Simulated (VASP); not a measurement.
# Rb2MgS2 (P-3m1) in VASP: single point with r2SCAN+rVV10

Aim: the single point of Rb2MgS2 with r2SCAN+rVV10.

Program: VASP 6.6.1. These are calculated values, not measurements. Logs are shortened: lines on timing, memory, paths and dates and some standing lists are left out, and cuts for length are marked.

## Step 1: The cell of the first run

Symmetry: P-3m1, No. 164, trigonal system. The conventional cell has a = 4.251 Å, b = 4.251 Å, c = 8.912 Å, α = 90.00°, β = 90.00°, γ = 120.00°. Within 4.0 Å of Rb (site symmetry 3m) lie 3 S at 3.01 Å and 3 Rb at 3.72 Å and 3 Mg at 3.92 Å. Mg (site symmetry -3m) has 6 S at 2.79 Å within 3.7 Å. S (site symmetry 3m) has 3 Mg at 2.79 Å and 3 Rb at 3.01 Å and 3 S at 3.61 Å within 3.7 Å.

## Step 2: Single point, r2SCAN+rVV10

File POSCAR:

```
Rb2MgS2
1.0
    4.2508643703     -0.0000000025      0.0000000000
   -2.1254321830      3.6813565339      0.0000000000
    0.0000000000      0.0000000000      8.9121120571
Rb Mg S
2 1 2
Direct
    0.6666666667      0.3333333333      0.3434196151
    0.3333333333      0.6666666667      0.6565803849
    0.0000000000      0.0000000000      0.0000000000
    0.6666666667      0.3333333333      0.8511934789
    0.3333333333      0.6666666667      0.1488065211
```

File INCAR.step1:

```
PREC = Accurate ; ENCUT = 520
ISMEAR = -1 ; SIGMA = 0.03
LREAL = F ; LASPH = T
NELM = 80 ; NBANDS = 24
GGA = PE ; ALGO = Normal
EDIFF = 1E-4 ; LWAVE = T
LCHARG = F
```

File INCAR.step2:

```
PREC = Accurate ; ENCUT = 520
EDIFF = 1E-7 ; ISMEAR = -1
SIGMA = 0.03 ; LREAL = F
LASPH = T ; NELM = 80
ALGO = Normal ; ISIF = 2
LWAVE = F ; LCHARG = F
METAGGA = R2SCAN ; LMIXTAU = T
LUSE_VDW = T ; IVDW_NL = 2
BPARAM = 11.95 ; CPARAM = 0.0093
NBANDS = 24 ; ISTART = 1
```

File KPOINTS:

```
regular mesh
0
Gamma
  6 6 2
```

Potentials or basis: VASP PAW PBE potentials, release 64 (Rb_sv, Mg, S).

On the command line:

```bash
$ cat potpaw_PBE.64/Rb_sv/POTCAR potpaw_PBE.64/Mg/POTCAR potpaw_PBE.64/S/POTCAR > POTCAR
$ cp INCAR.step1 INCAR
$ mpirun -np 1 vasp_std > vasp.out
$ cp INCAR.step2 INCAR
$ mpirun -np 1 vasp_std > vasp.out
```

OUTCAR:

```text
PREC = Accurate
   ENCUT = 520
   EDIFF = 1E-7
   ISMEAR = -1
   LREAL = F
   LASPH = T
   NELM = 80
   ISIF = 2
   METAGGA = R2SCAN
   IVDW_NL = 2
   BPARAM = 11.95
   ISTART = 1

 ion  position               nearest neighbor table
   1  0.667  0.333  0.343-   5 3.01   5 3.01   5 3.01   2 3.72   2 3.72   2 3.72   3 3.92   3 3.92
                             3 3.92   2 5.65   2 5.65   2 5.65
   2  0.333  0.667  0.657-   4 3.01   4 3.01   4 3.01   1 3.72   1 3.72   1 3.72   3 3.92   3 3.92
                             3 3.92   1 5.65   1 5.65   1 5.65
   3  0.000  0.000  0.000-   4 2.79   5 2.79   5 2.79   4 2.79   4 2.79   5 2.79   1 3.92   2 3.92
                             2 3.92   1 3.92   2 3.92   1 3.92
   4  0.667  0.333  0.851-   3 2.79   3 2.79   3 2.79   2 3.01   2 3.01   2 3.01
   5  0.333  0.667  0.149-   3 2.79   3 2.79   3 2.79   1 3.01   1 3.01   1 3.01

  LATTYP: Found a hexagonal cell.
 ALAT       =     4.2508643703
 C/A-ratio  =     2.0965411457

  Lattice vectors:

 A1 = (   4.2508643703,  -0.0000000025,   0.0000000000)
 A2 = (  -2.1254321830,   3.6813565339,   0.0000000000)
 A3 = (   0.0000000000,   0.0000000000,   8.9121120571)

Analysis of symmetry for initial positions (statically):
=====================================================================
 Subroutine PRICEL returns:
 Original cell was already a primitive cell.

 Routine SETGRP: Setting up the symmetry group for a
 hexagonal supercell.

 Subroutine GETGRP returns: Found 12 space group operations
 (whereof 12 operations were pure point group operations)
 out of a pool of 24 trial point group operations.

The static configuration has the point symmetry D_3d.

Analysis of symmetry for dynamics (positions and initial velocities):
=====================================================================
 Subroutine PRICEL returns:
 Original cell was already a primitive cell.

 Routine SETGRP: Setting up the symmetry group for a
 hexagonal supercell.

 Subroutine GETGRP returns: Found 12 space group operations
 (whereof 12 operations were pure point group operations)
 out of a pool of 24 trial point group operations.

The dynamic configuration has the point symmetry D_3d.

 Subroutine INISYM returns: Found 12 space group operations
 (whereof 12 operations are pure point group operations),
 and found     1 'primitive' translations

----------------------------------------------------------------------------------------

                                     Primitive cell

  volume of cell :     139.4652

  direct lattice vectors                    reciprocal lattice vectors
     4.250864370 -0.000000003  0.000000000     0.235246273  0.135819499  0.000000000
    -2.125432183  3.681356534  0.000000000     0.000000000  0.271638998  0.000000000
     0.000000000  0.000000000  8.912112057     0.000000000  0.000000000  0.112206848

  length of vectors
     4.250864370  4.250864370  8.912112057     0.271638998  0.271638998  0.112206848

  position of ions in fractional coordinates (direct lattice)
     0.666666667  0.333333333  0.343419615
     0.333333333  0.666666667  0.656580385
     0.000000000  0.000000000  0.000000000
     0.666666667  0.333333333  0.851193479
     0.333333333  0.666666667  0.148806521

  ion indices of the primitive-cell ions
   primitive index   ion index
                 1           1
                 2           2
                 3           3
                 4           4
                 5           5

----------------------------------------------------------------------------------------

 KPOINTS: regular mesh

Automatic generation of k-mesh.
 Grid dimensions read from file:
 generate k-points for:    6    6    2

 Generating k-lattice:

  Cartesian coordinates                     Fractional coordinates (reciprocal lattice)
     0.039207712  0.022636583  0.000000000     0.166666667  0.000000000  0.000000000
     0.000000000  0.045273166  0.000000000     0.000000000  0.166666667  0.000000000
     0.000000000  0.000000000  0.056103424     0.000000000  0.000000000  0.500000000

  Length of vectors
     0.045273166  0.045273166  0.056103424

  Shift w.r.t. Gamma in fractional coordinates (k-lattice)
     0.000000000  0.000000000  0.000000000

 Subroutine IBZKPT returns following result:
 ===========================================

 Found     14 irreducible k-points:

 Following reciprocal coordinates:
            Coordinates               Weight
  0.000000  0.000000  0.000000      1.000000
  0.166667  0.000000  0.000000      6.000000
  0.333333  0.000000  0.000000      6.000000
  0.500000  0.000000  0.000000      3.000000
  0.166667  0.166667  0.000000      6.000000
  0.333333  0.166667  0.000000     12.000000
  0.333333  0.333333  0.000000      2.000000
  0.000000  0.000000  0.500000      1.000000
  0.166667  0.000000  0.500000      6.000000
  0.333333  0.000000  0.500000      6.000000
  0.500000  0.000000  0.500000      3.000000
  0.166667  0.166667  0.500000      6.000000
  0.333333  0.166667  0.500000     12.000000
  0.333333  0.333333  0.500000      2.000000
   k-points           NKPTS =     14   k-points in BZ     NKDIM =     14   number of bands    NBANDS=     24
   number of dos      NEDOS =    301   number of ions     NIONS =      5
   total plane-waves  NPLWV =  71680
   dimension x,y,z NGX =    32 NGY =   32 NGZ =   70
   dimension x,y,z NGXF=    64 NGYF=   64 NGZF=  140
   ions per type =               2   1   2
   NGX,Y,Z   is equivalent  to a cutoff of  12.51, 12.51, 13.06 a.u.
   NGXF,Y,Z  is equivalent  to a cutoff of  25.03, 25.03, 26.12 a.u.
 SYSTEM =  unknown system
   PREC   = accura    normal or accurate (medium, high low for compatibility)
   ISTART =      1    job   : 0-new  1-cont  2-samecut
   ICHARG =      0    charge: 1-file 2-atom 10-const
   ISPIN  =      1    spin polarized calculation?
   LNONCOLLINEAR =      F non collinear calculations
   LSORBIT =      F    spin-orbit coupling
   LASPH  =      T    aspherical Exc in radial PAW
   ENCUT  =  520.0 eV  38.22 Ry    6.18 a.u.   7.90  7.90 16.57*2*pi/ulx,y,z
   NELM   =     80;   NELMIN=  2; NELMDL=  0     # of ELM steps
   EDIFF  = 0.1E-06   stopping-criterion for ELM
   LREAL  =      F    real-space projection
   EDIFFG = 0.1E-05   stopping-criterion for IOM
   NSW    =      0    number of steps for IOM
   IBRION =     -1    ionic relax: 0-MD 1-quasi-New 2-CG
   NFREE  =      0    steps in history (QN), initial steepest desc. (CG)
   ISIF   =      2    stress and relaxation
   ISYM   =      2    0-nonsym 1-usesym 2-fastsym
   POTIM  = 0.5000    time-step for ionic-motion
   TEBEG  =    0.0;   TEEND  =   0.0 temperature during run
   PSTRESS=    0.0 pullay stress
   NELECT =      32.0000    total number of electrons
   NUPDOWN=      -1.0000    fix difference up-down
   EMIN   =  10.00;   EMAX   =-10.00  energy-range for DOS
   EFERMI =   0.00;   METHOD = LEGACY
   ISMEAR =    -1;   SIGMA  =   0.03  broadening in eV -4-tet -1-fermi 0-gaus
   EFERMI_NEDOS =   21; number of points for ismear=-14 and -15
   IALGO  =     38    algorithm
   IMIX   =      4    mixing-type and parameters
     AMIX     =   0.40;   BMIX     =  1.00
     AMIX_MAG =   1.60;   BMIX_MAG =  1.00
  volume/ion in A,a.u.               =      27.89       188.23
  Fermi-wavevector in a.u.,A,eV,Ry     =   1.002235  1.893950 13.666712  1.004475
  Thomas-Fermi vector in A             =   2.134709
   LORBIT       =      0    0 simple, 1 ext, 2 COOP (PROOUT), +10 PAW based schemes
   METAGGA = R2SCAN    functional components
   LHFCALC =     F    Hartree Fock is set to
   AEXX    =    0.0000 exact exchange contribution
   IVDW_NL    =     2    kernel type
   BPARAM     =11.9500
   IVDW    =     0    specifies the selected vdW correction
   LEPSILON=     F    determine dielectric tensor
   LRPA    =     F    only Hartree local field effects (RPA)
 non-spin polarized calculation
  energy-cutoff  :      520.00
  volume of cell :      139.47
 maximum number of plane-waves:      3780
 NGX is ok and might be reduce to    32
   NGX = 15   NGY = 15   NGZ = 33

 number of electron      31.9999998 magnetization

 Free energy of the ion-electron system (eV)
  ---------------------------------------------------
  ext. energy  EPLUGINS =         0.00000000
  ---------------------------------------------------
  free energy    TOTEN  =       -52.39913722 eV

  energy without entropy =      -52.39913722  energy(sigma->0) =      -52.39913722

 E-fermi :   2.2519     XC(G=0):  -8.7793

 val. band max:        1.4550043703   @ k =   0.3333   0.1667   0.5000
 cond. band min:       2.9516217056   @ k =   0.0000   0.0000   0.0000
 fundamental gap:      1.4966173353
 Fermi energy:         2.2519217760

 k-point     1 :       0.0000    0.0000    0.0000
  band No.  band energies     occupation
      1     -26.3106      2.00000
      2     -26.1998      2.00000
      3     -10.8767      2.00000
      4     -10.2908      2.00000
      5      -9.7842      2.00000
      6      -9.7842      2.00000
[... 16 lines left out ...]
     23       7.5763      0.00000
     24       7.5763      0.00000

 k-point     2 :       0.1667    0.0000    0.0000
  band No.  band energies     occupation
      1     -26.2960      2.00000
      2     -26.1982      2.00000
      3     -10.7590      2.00000
      4     -10.4148      2.00000
      5      -9.9550      2.00000
      6      -9.8262      2.00000
[... 16 lines left out ...]
     23       8.0319      0.00000
     24       8.3490      0.00000

 k-point     3 :       0.3333    0.0000    0.0000
  band No.  band energies     occupation
      1     -26.2629      2.00000
      2     -26.1989      2.00000
      3     -10.6240      2.00000
      4     -10.5175      2.00000
      5     -10.2598      2.00000
      6      -9.9026      2.00000
[... 16 lines left out ...]
     23       8.9252      0.00000
     24       9.4670      0.00000

 k-point     4 :       0.5000    0.0000    0.0000
  band No.  band energies     occupation
      1     -26.2410      2.00000
      2     -26.2045      2.00000
      3     -10.7163      2.00000
      4     -10.5480      2.00000
      5     -10.1388      2.00000
      6      -9.9382      2.00000
[... 16 lines left out ...]
     23       9.3174      0.00000
     24       9.8584      0.00000

 k-point     5 :       0.1667    0.1667    0.0000
  band No.  band energies     occupation
      1     -26.2719      2.00000
      2     -26.1980      2.00000
      3     -10.5692      2.00000
      4     -10.5503      2.00000
      5     -10.2168      2.00000
      6      -9.9108      2.00000
[... 16 lines left out ...]
     23       8.6467      0.00000
     24       8.9024      0.00000

 k-point     6 :       0.3333    0.1667    0.0000
  band No.  band energies     occupation
      1     -26.2412      2.00000
      2     -26.2043      2.00000
      3     -10.6501      2.00000
      4     -10.5250      2.00000
      5     -10.1437      2.00000
      6     -10.0378      2.00000
[... 16 lines left out ...]
     23       8.9849      0.00000
     24       9.4647      0.00000
[... 109 lines left out ...]
 k-point    11 :       0.5000    0.0000    0.5000
  band No.  band energies     occupation
      1     -26.2410      2.00000
      2     -26.2045      2.00000
      3     -10.7659      2.00000
      4     -10.5246      2.00000
      5     -10.0793      2.00000
      6      -9.9373      2.00000
[... 16 lines left out ...]
     23       7.9392      0.00000
     24       9.8247      0.00000

 k-point    12 :       0.1667    0.1667    0.5000
  band No.  band energies     occupation
      1     -26.2719      2.00000
      2     -26.1980      2.00000
      3     -10.7016      2.00000
      4     -10.3790      2.00000
      5     -10.2180      2.00000
      6      -9.9077      2.00000
[... 16 lines left out ...]
     23       7.9726      0.00000
     24       8.4396      0.00000

 k-point    13 :       0.3333    0.1667    0.5000
  band No.  band energies     occupation
      1     -26.2411      2.00000
      2     -26.2044      2.00000
      3     -10.7116      2.00000
      4     -10.4923      2.00000
      5     -10.0845      2.00000
      6     -10.0374      2.00000
[... 16 lines left out ...]
     23       8.4917      0.00000
     24       9.3199      0.00000

 k-point    14 :       0.3333    0.3333    0.5000
  band No.  band energies     occupation
      1     -26.2187      2.00000
      2     -26.2187      2.00000
      3     -10.5938      2.00000
      4     -10.5938      2.00000
      5     -10.1692      2.00000
      6      -9.8514      2.00000
[... 16 lines left out ...]
     23       9.0572      0.00000
     24       9.0572      0.00000

------------------------ aborting loop because EDIFF is reached ----------------------------------------

  FORCE on cell =-STRESS in cart. coord.  units (eV):
  Direction    XX          YY          ZZ          XY          YZ          ZX
  --------------------------------------------------------------------------------------
  -------------------------------------------------------------------------------------
  Total        0.0102768      0.0102768      0.0206315     -0.0000000      0.0000000      0.0000000
  in kB        0.1180604      0.1180604      0.2370150     -0.0000000      0.0000000      0.0000000
  external PRESSURE =       0.1577119 kB  Pullay stress =       0.0000000 kB

 VOLUME and BASIS-vectors are now :
 -----------------------------------------------------------------------------
  energy-cutoff  :      520.00
  volume of cell :      139.47
      direct lattice vectors                 reciprocal lattice vectors
     4.250864370 -0.000000003  0.000000000     0.235246273  0.135819499  0.000000000
    -2.125432183  3.681356534  0.000000000     0.000000000  0.271638998  0.000000000
     0.000000000  0.000000000  8.912112057     0.000000000  0.000000000  0.112206848

 POSITION                                       TOTAL-FORCE (eV/Angst)
 -----------------------------------------------------------------------------------
      2.12543      1.22712      3.06059        -0.000000      0.000000      0.012584
      0.00000      2.45424      5.85152         0.000000     -0.000000     -0.012584
      0.00000      0.00000      0.00000         0.000000      0.000000      0.000000
      2.12543      1.22712      7.58593         0.000000     -0.000000      0.036944
      0.00000      2.45424      1.32618        -0.000000      0.000000     -0.036944
 -----------------------------------------------------------------------------------
    total drift:                               -0.000000      0.000000      0.000000

  FREE ENERGIE OF THE ION-ELECTRON SYSTEM (eV)
  ---------------------------------------------------
  free  energy   TOTEN  =       -52.3991372245 eV

  energy  without entropy=      -52.3991372245  energy(sigma->0) =      -52.39913722
```

Wall time 6.5 min (1 thread of Oxide Virtual Turin-like, shared host); peak memory 0.52 GiB.

Results:

- Free energy: -52.3991 eV
- Pressure: 0.0 GPa
- Largest force: 0.037 eV/Å
- Band gap on the k mesh: 1.50 eV (least direct gap 1.73 eV)

Forces on the atoms (eV/Å):
```
Rb   0.000  0.000  0.013
Rb   0.000  0.000 -0.013
Mg   0.000  0.000  0.000
S    0.000  0.000  0.037
S    0.000  0.000 -0.037
```

Caveat: the PAW data sets were made with another functional, which shifts forces and pressure a little. A k mesh can miss the band edges.
